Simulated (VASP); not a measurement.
Runs of VASP 6.6.1 on W. The structure is that of space group Im-3m (No. 229), or close to it. The cells are those of the table. 

```tsv
cell	gap on the mesh (eV)	pressure (GPa)
a = 3.084, b = 4.338, c = 4.338 Å, 4 atoms	none	(a)
a = 3.135, b = 4.412, c = 4.412 Å, 4 atoms	none	10.8
a = 3.158, b = 4.446, c = 4.446 Å, 4 atoms	none	(b)
a = 3.149, b = 4.433, c = 4.433 Å, 4 atoms	none	5.8
a = 3.108, b = 4.373, c = 4.373 Å, 4 atoms	none	21.0
```

Alike in all rows: task single point; level PBEsol; potentials or basis VASP PAW PBE potentials, release 64 (W_sv); no spin polarisation; k mesh 9 × 6 × 6; cutoff (eV) 520; smearing fermi-dirac 0.05 eV.

Problem. Fill in the values left out.

Solution. (a) 31.3; (b) 2.8.

Caveats: the PAW data sets were made with another functional, which shifts forces and pressure a little; spin-orbit coupling is left out, which moves the levels of the heavy elements.

A k mesh can miss the band edges, and the runs leave out spin-orbit coupling on W.

A gap of «none» marks levels without a gap at the run's occupations.
